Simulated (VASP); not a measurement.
# CuI2 (P4/mmm) in VASP: further runs

Aim: see how the results for CuI2 move with the level of theory and the settings. Levels: PBE, r2SCAN. Tasks: single point.

All numbers are computed with VASP 6.6.1; they aren't measurements. Logs are shortened: lines on timing, memory, paths and dates and some standing lists are left out, and cuts for length are marked.

## Step 1: The cell of the first run

The structure is tetragonal, space group P4/mmm (No. 123). The conventional cell has a = 5.200 Å, b = 5.200 Å, c = 4.544 Å, α = 90.00°, β = 90.00°, γ = 90.00°. Within 3.4 Å of Cu (site symmetry 4/mmm) lie 4 I at 2.60 Å. I (site symmetry mmm) has 2 Cu at 2.60 Å within 3.4 Å.

## Step 2: Single point, PBE

The input, INCAR:

```
PREC = Accurate ; ENCUT = 520
EDIFF = 1E-6 ; ISMEAR = 0
SIGMA = 0.1 ; LREAL = False
LASPH = True ; NELM = 120
ALGO = Normal ; ISIF = 2
LWAVE = False ; LCHARG = False
GGA = PE ; NBANDS = 20
GGA_COMPAT = False ; ISYM = -1
```

The input, KPOINTS:

```
explicit points
1
Reciprocal
  0.25000000   0.25000000   0.25000000 1
```

The input, POSCAR:

```
CuI2
1.0
    5.2003840000      0.0000000000      0.0000000000
    0.0000000000      5.2003840000      0.0000000000
    0.0000000000      0.0000000000      4.5441700000
Cu I
1 2
Direct
    0.0000000000      0.0000000000      0.0000000000
    0.0000000000      0.5000000000      0.0000000000
    0.5000000000      0.0000000000      0.0000000000
```

Potentials or basis: VASP PAW PBE potentials, release 64 (Cu, I).

Run with:

```sh
> cat potpaw_PBE.64/Cu/POTCAR potpaw_PBE.64/I/POTCAR > POTCAR
> mpirun -np 1 vasp_std > vasp.out
```

OUTCAR:

```text
PREC = Accurate
   ENCUT = 520
   EDIFF = 1E-6
   ISMEAR = 0
   LREAL = False
   LASPH = True
   NELM = 120
   ISIF = 2
   GGA = PE
   ISYM = -1

 ion  position               nearest neighbor table
   1  0.000  0.000  0.000-   2 2.60   3 2.60   2 2.60   3 2.60
   2  0.000  0.500  0.000-   1 2.60   1 2.60
   3  0.500  0.000  0.000-   1 2.60   1 2.60

IMPORTANT INFORMATION: All symmetrisations will be switched off!
NOSYMM: (Re-)initialisation of all symmetry stuff for point group C_1.

----------------------------------------------------------------------------------------

                                     Primitive cell

  volume of cell :     122.8925

  direct lattice vectors                    reciprocal lattice vectors
     5.200384000  0.000000000  0.000000000     0.192293492  0.000000000  0.000000000
     0.000000000  5.200384000  0.000000000     0.000000000  0.192293492  0.000000000
     0.000000000  0.000000000  4.544170000     0.000000000  0.000000000  0.220062190

  length of vectors
     5.200384000  5.200384000  4.544170000     0.192293492  0.192293492  0.220062190

  position of ions in fractional coordinates (direct lattice)
     0.000000000  0.000000000  0.000000000
     0.000000000  0.500000000  0.000000000
     0.500000000  0.000000000  0.000000000

  ion indices of the primitive-cell ions
   primitive index   ion index
                 1           1
                 2           2
                 3           3

----------------------------------------------------------------------------------------

 KPOINTS: explicit points

Read explicit list of k-points.

 Found      1 k-points:

 Following reciprocal coordinates:
            Coordinates               Weight
  0.250000  0.250000  0.250000      1.000000
   k-points           NKPTS =      1   k-points in BZ     NKDIM =      1   number of bands    NBANDS=     20
   number of dos      NEDOS =    301   number of ions     NIONS =      3
   total plane-waves  NPLWV =  57600
   dimension x,y,z NGX =    40 NGY =   40 NGZ =   36
   dimension x,y,z NGXF=    80 NGYF=   80 NGZF=   72
   ions per type =               1   2
   NGX,Y,Z   is equivalent  to a cutoff of  12.79, 12.79, 13.17 a.u.
   NGXF,Y,Z  is equivalent  to a cutoff of  25.57, 25.57, 26.34 a.u.
 SYSTEM =  unknown system
   PREC   = accura    normal or accurate (medium, high low for compatibility)
   ISTART =      0    job   : 0-new  1-cont  2-samecut
   ICHARG =      2    charge: 1-file 2-atom 10-const
   ISPIN  =      1    spin polarized calculation?
   LNONCOLLINEAR =      F non collinear calculations
   LSORBIT =      F    spin-orbit coupling
   LASPH  =      T    aspherical Exc in radial PAW
   ENCUT  =  520.0 eV  38.22 Ry    6.18 a.u.   9.67  9.67  8.45*2*pi/ulx,y,z
   NELM   =    120;   NELMIN=  2; NELMDL= -5     # of ELM steps
   EDIFF  = 0.1E-05   stopping-criterion for ELM
   LREAL  =      F    real-space projection
   EDIFFG = 0.1E-04   stopping-criterion for IOM
   NSW    =      0    number of steps for IOM
   IBRION =     -1    ionic relax: 0-MD 1-quasi-New 2-CG
   NFREE  =      0    steps in history (QN), initial steepest desc. (CG)
   ISIF   =      2    stress and relaxation
   ISYM   =     -1    0-nonsym 1-usesym 2-fastsym
   POTIM  = 0.5000    time-step for ionic-motion
   TEBEG  =    0.0;   TEEND  =   0.0 temperature during run
   PSTRESS=    0.0 pullay stress
   NELECT =      25.0000    total number of electrons
   NUPDOWN=      -1.0000    fix difference up-down
   EMIN   =  10.00;   EMAX   =-10.00  energy-range for DOS
   EFERMI =   0.00;   METHOD = LEGACY
   ISMEAR =     0;   SIGMA  =   0.10  broadening in eV -4-tet -1-fermi 0-gaus
   EFERMI_NEDOS =   21; number of points for ismear=-14 and -15
   IALGO  =     38    algorithm
   IMIX   =      4    mixing-type and parameters
     AMIX     =   0.40;   BMIX     =  1.00
     AMIX_MAG =   1.60;   BMIX_MAG =  1.00
  volume/ion in A,a.u.               =      40.96       276.44
  Fermi-wavevector in a.u.,A,eV,Ry     =   0.962823  1.819471 12.612978  0.927028
  Thomas-Fermi vector in A             =   2.092315
   LORBIT       =      0    0 simple, 1 ext, 2 COOP (PROOUT), +10 PAW based schemes
   GGA     = PE    functional components
   LHFCALC =     F    Hartree Fock is set to
   AEXX    =    0.0000 exact exchange contribution
   IVDW    =     0    specifies the selected vdW correction
   LEPSILON=     F    determine dielectric tensor
   LRPA    =     F    only Hartree local field effects (RPA)
 non-spin polarized calculation
 Gauss-broadening in eV      SIGMA  =   0.10
  energy-cutoff  :      520.00
  volume of cell :      122.89
 maximum number of plane-waves:      3318
 NGX is ok and might be reduce to    40
   NGX = 19   NGY = 19   NGZ = 17

 number of electron      24.9999991 magnetization

 Free energy of the ion-electron system (eV)
  ---------------------------------------------------
  ext. energy  EPLUGINS =         0.00000000
  ---------------------------------------------------
  free energy    TOTEN  =        -6.22317535 eV

  energy without entropy =       -6.16675639  energy(sigma->0) =       -6.19496587

 E-fermi :   1.5277     XC(G=0):  -7.4012

 val. band max:        0.5549277140   @ k =   0.2500   0.2500   0.2500
 cond. band min:       1.5277295466   @ k =   0.2500   0.2500   0.2500
 fundamental gap:      0.9728018326
 Fermi energy:         1.5277295466

 k-point     1 :       0.2500    0.2500    0.2500
  band No.  band energies     occupation
      1     -11.0939      2.00000
      2     -10.4538      2.00000
      3      -3.4866      2.00000
      4      -2.1838      2.00000
      5      -1.6198      2.00000
      6      -1.1439      2.00000
      7      -0.8633      2.00000
      8      -0.4315      2.00000
      9      -0.1225      2.00000
     10       0.0033      2.00000
     11       0.4071      2.00000
     12       0.5549      2.00000
     13       1.5277      1.00000
     14       4.4723      0.00000
     15       6.0272      0.00000
     16       7.6163      0.00000
     17       8.6341      0.00000
     18       9.4134      0.00000
     19       9.4528      0.00000
     20      10.7274      0.00000

------------------------ aborting loop because EDIFF is reached ----------------------------------------

  FORCE on cell =-STRESS in cart. coord.  units (eV):
  Direction    XX          YY          ZZ          XY          YZ          ZX
  --------------------------------------------------------------------------------------
  -------------------------------------------------------------------------------------
  Total        1.6355342      1.6356999     -0.5287183     -0.9547950     -0.5079288     -0.5079371
  in kB       21.3228282     21.3249884     -6.8930204    -12.4478782     -6.6219820     -6.6220909
  external PRESSURE =      11.9182654 kB  Pullay stress =       0.0000000 kB

 VOLUME and BASIS-vectors are now :
 -----------------------------------------------------------------------------
  energy-cutoff  :      520.00
  volume of cell :      122.89
      direct lattice vectors                 reciprocal lattice vectors
     5.200384000  0.000000000  0.000000000     0.192293492  0.000000000  0.000000000
     0.000000000  5.200384000  0.000000000     0.000000000  0.192293492  0.000000000
     0.000000000  0.000000000  4.544170000     0.000000000  0.000000000  0.220062190

 POSITION                                       TOTAL-FORCE (eV/Angst)
 -----------------------------------------------------------------------------------
      0.00000      0.00000      0.00000        -0.000004      0.000003      0.000004
      0.00000      2.60019      0.00000        -0.000004     -0.000001      0.000004
      2.60019      0.00000      0.00000         0.000008     -0.000002     -0.000008
 -----------------------------------------------------------------------------------
    total drift:                               -0.000012     -0.000022      0.000003

  FREE ENERGIE OF THE ION-ELECTRON SYSTEM (eV)
  ---------------------------------------------------
  free  energy   TOTEN  =        -6.2231753526 eV

  energy  without entropy=       -6.1667563942  energy(sigma->0) =       -6.19496587
```

Wall time 6.5 s (1 thread of Intel Xeon 6975P-C (Granite Rapids), shared host); peak memory 0.22 GiB.

Results:

```
Free energy            : -6.2232 eV
Pressure               : 1.2 GPa
Band gap on the k mesh : zero (an odd number of electrons rules out a gap without spin polarisation)
```

Caveat: spin-orbit coupling is left out, which moves the levels of the heavy elements; this functional lacks dispersion, which binds layers or chains, so the pressure and a relaxed spacing across them are unreliable; an odd number of electrons without spin polarisation forces a metal; a magnetic or distorted state may lie lower.

## Step 3: Single point, r2SCAN

POSCAR is that of step 2.

The input, INCAR.step1:

```
SYSTEM = CuI2
PREC = Accurate ; ENCUT = 570
ISMEAR = 0 ; SIGMA = 0.1
LREAL = .False. ; LASPH = .True.
NELM = 120 ; NBANDS = 20
GGA = PE ; ALGO = Normal
EDIFF = 1E-5 ; LWAVE = .True.
LCHARG = .False. ; GGA_COMPAT = .False.
ISYM = -1
```

The input, INCAR.step2:

```
SYSTEM = CuI2
PREC = Accurate ; ENCUT = 570
EDIFF = 1E-6 ; ISMEAR = 0
SIGMA = 0.1 ; LREAL = .False.
LASPH = .True. ; NELM = 120
ALGO = Normal ; ISIF = 2
LWAVE = .False. ; LCHARG = .True.
METAGGA = R2SCAN ; LMIXTAU = .True.
LELF = .True. ; LVHAR = .True.
NBANDS = 20 ; ISTART = 1
GGA_COMPAT = .False. ; ISYM = -1
```

KPOINTS is that of step 2.

Potentials or basis: VASP PAW PBE potentials, release 64 (Cu, I).

Run with:

```sh
> cat potpaw_PBE.64/Cu/POTCAR potpaw_PBE.64/I/POTCAR > POTCAR
> cp INCAR.step1 INCAR
> mpirun -np 1 vasp_std > vasp.out
> cp INCAR.step2 INCAR
> mpirun -np 1 vasp_std > vasp.out
```

OUTCAR:

```text
SYSTEM = CuI2
   PREC = Accurate
   ENCUT = 570
   EDIFF = 1E-6
   ISMEAR = 0
   LREAL = .False.
   LASPH = .True.
   NELM = 120
   ISIF = 2
   METAGGA = R2SCAN
   ISTART = 1
   ISYM = -1

 ion  position               nearest neighbor table
   1  0.000  0.000  0.000-   2 2.60   3 2.60   2 2.60   3 2.60
   2  0.000  0.500  0.000-   1 2.60   1 2.60
   3  0.500  0.000  0.000-   1 2.60   1 2.60

IMPORTANT INFORMATION: All symmetrisations will be switched off!
NOSYMM: (Re-)initialisation of all symmetry stuff for point group C_1.

----------------------------------------------------------------------------------------

                                     Primitive cell

  volume of cell :     122.8925

  direct lattice vectors                    reciprocal lattice vectors
     5.200384000  0.000000000  0.000000000     0.192293492  0.000000000  0.000000000
     0.000000000  5.200384000  0.000000000     0.000000000  0.192293492  0.000000000
     0.000000000  0.000000000  4.544170000     0.000000000  0.000000000  0.220062190

  length of vectors
     5.200384000  5.200384000  4.544170000     0.192293492  0.192293492  0.220062190

[... 87 lines left out ...]
  energy without entropy =      -59.33834100  energy(sigma->0) =      -59.36655048

 E-fermi :   1.2831     XC(G=0):  -7.8168

 val. band max:        0.2344459911   @ k =   0.2500   0.2500   0.2500
 cond. band min:       1.2830589483   @ k =   0.2500   0.2500   0.2500
 fundamental gap:      1.0486129572
 Fermi energy:         1.2830589483

 k-point     1 :       0.2500    0.2500    0.2500
  band No.  band energies     occupation
      1     -11.7591      2.00000
      2     -11.0874      2.00000
      3      -3.8480      2.00000
      4      -2.5513      2.00000
      5      -1.9660      2.00000
      6      -1.4914      2.00000
[... 12 lines left out ...]
     19       9.6580      0.00000
     20      11.0703      0.00000

------------------------ aborting loop because EDIFF is reached ----------------------------------------

  FORCE on cell =-STRESS in cart. coord.  units (eV):
  Direction    XX          YY          ZZ          XY          YZ          ZX
  --------------------------------------------------------------------------------------
  -------------------------------------------------------------------------------------
  Total        1.1477960      1.1477579     -0.8667194     -0.8564918     -0.5159710     -0.5159315
  in kB       14.9640750     14.9635784    -11.2996164    -11.1662768     -6.7268308     -6.7263157
  external PRESSURE =       6.2093457 kB  Pullay stress =       0.0000000 kB

 VOLUME and BASIS-vectors are now :
 -----------------------------------------------------------------------------
  energy-cutoff  :      570.00
  volume of cell :      122.89
      direct lattice vectors                 reciprocal lattice vectors
     5.200384000  0.000000000  0.000000000     0.192293492  0.000000000  0.000000000
     0.000000000  5.200384000  0.000000000     0.000000000  0.192293492  0.000000000
     0.000000000  0.000000000  4.544170000     0.000000000  0.000000000  0.220062190

 POSITION                                       TOTAL-FORCE (eV/Angst)
 -----------------------------------------------------------------------------------
      0.00000      0.00000      0.00000        -0.000004      0.000004     -0.000001
      0.00000      2.60019      0.00000        -0.000025     -0.000028      0.000011
      2.60019      0.00000      0.00000         0.000028      0.000025     -0.000011
 -----------------------------------------------------------------------------------
    total drift:                               -0.000010      0.000010     -0.000000

  FREE ENERGIE OF THE ION-ELECTRON SYSTEM (eV)
  ---------------------------------------------------
  free  energy   TOTEN  =       -59.3947599607 eV

  energy  without entropy=      -59.3383410023  energy(sigma->0) =      -59.36655048
```

OSZICAR.step1:

```text
N       E                     dE             d eps       ncg     rms          rms(c)
DAV:   1     0.170594716655E+03    0.17059E+03   -0.99858E+03    40   0.120E+03
DAV:   2     0.113787309682E+02   -0.15922E+03   -0.15230E+03    40   0.228E+02
DAV:   3    -0.662969455889E+01   -0.18008E+02   -0.17808E+02    56   0.913E+01
DAV:   4    -0.734653356480E+01   -0.71684E+00   -0.71570E+00    44   0.169E+01
DAV:   5    -0.738990983935E+01   -0.43376E-01   -0.43373E-01    64   0.506E+00    0.985E+00
DAV:   6    -0.829811741213E+01   -0.90821E+00   -0.22647E+01    48   0.126E+02    0.965E+00
DAV:   7    -0.628751279415E+01    0.20106E+01   -0.58561E+00    56   0.664E+01    0.417E+00
DAV:   8    -0.625915554421E+01    0.28357E-01   -0.21479E+00    64   0.335E+01    0.251E+00
DAV:   9    -0.622511073995E+01    0.34045E-01   -0.82832E-01    64   0.193E+01    0.154E+00
DAV:  10    -0.622312931581E+01    0.19814E-02   -0.63607E-02    64   0.506E+00    0.859E-01
DAV:  11    -0.622326495966E+01   -0.13564E-03   -0.38179E-03    56   0.484E-01    0.575E-01
DAV:  12    -0.622355967080E+01   -0.29471E-03   -0.13257E-03    56   0.528E-01    0.138E-01
DAV:  13    -0.622323548039E+01    0.32419E-03   -0.20235E-03    56   0.119E+00    0.682E-02
DAV:  14    -0.622325212324E+01   -0.16643E-04   -0.17674E-04    64   0.181E-01    0.270E-02
DAV:  15    -0.622324897107E+01    0.31522E-05   -0.58938E-05    40   0.200E-01
   1 F= -.62232490E+01 E0= -.61950395E+01  d E =-.564190E-01
```

It took 26 s on 1 thread of Intel Xeon 6975P-C (Granite Rapids), shared host; peak memory 0.24 GiB.

Results:

```yaml
Free_energy: -59.3948 eV
Pressure: 0.6 GPa
Band_gap_on_the_k_mesh: zero (an odd number of electrons rules out a gap without spin polarisation)
```

Caveat: the PAW data sets were made with another functional, which shifts forces and pressure a little; spin-orbit coupling is left out, which moves the levels of the heavy elements; an odd number of electrons without spin polarisation forces a metal; a magnetic or distorted state may lie lower.

The gap in the log of VASP goes by the Fermi energy; the results here count the filled bands.